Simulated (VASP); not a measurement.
Wanted: the native input for a VASP 6.6.1 run.

| Property | Result |
| --- | --- |
| Task | single point |
| Functional | PBE |
| Potentials or basis | VASP PAW PBE potentials, release 64 (Si, F) |
| Cutoff | 520 eV |
| k mesh | 4 × 4 × 2 |
| Occupations | gaussian, width 0.1 eV |
| Spin | no spin polarisation |
| Dipole correction | no |
| Further INCAR settings | ALGO = Normal; EDIFF = 1e-06; NBANDS = 32 |

The structure of SiF lies in POSCAR:

```
SiF
1.0
   -1.9882275400     -3.4460800795      0.0661975020
    0.0282724638      2.4012400875     -6.4735762310
    5.9244213507     -3.4233143938      0.0396198246
Si F
4 4
Direct
    0.7201958686      0.4438452340      0.9063931582
    0.2208695126      0.4471260398      0.4079423748
    0.7808222340      0.5562677596      0.5933790581
    0.2800012643      0.5527586636      0.0919150180
    0.5802699668      0.1907457720      0.8605810107
    0.0802680881      0.1939113174      0.3661693511
    0.9188412749      0.8093452755      0.6391804618
    0.4187317907      0.8059999381      0.1344395674
```

These files were run (other wordings do the same):

INCAR

```
SYSTEM = SiF
  ALGO = Normal
  EDIFF = 1E-6
  ENCUT = 520
  GGA = PE
  ISIF = 2
  ISMEAR = 0
  LASPH = .TRUE.
  LCHARG = .FALSE.
  LREAL = .FALSE.
  LWAVE = .FALSE.
  NBANDS = 32
  NELM = 80
  PREC = Accurate
  SIGMA = 0.1
```

KPOINTS

```
k-points
0
G
  4 4 2
  0 0 0
```

Potentials or basis: VASP PAW PBE potentials, release 64 (Si, F).

Command:

```console
$ cat potpaw_PBE.64/Si/POTCAR potpaw_PBE.64/F/POTCAR > POTCAR
$ mpirun -np 1 vasp_std > vasp.out
```

It gave:

```yaml
Pressure: 0.3 GPa
Largest_force: 0.204 eV/Å
Band_gap_on_the_k_mesh: 0.53 eV
```

Caveat: the k points lie up to 0.47 Å⁻¹ apart.

Wall time 64 s on 1 thread of Intel(R) Xeon(R) 6975P-C (Granite Rapids), on a shared host, peak memory 0.3 GiB.
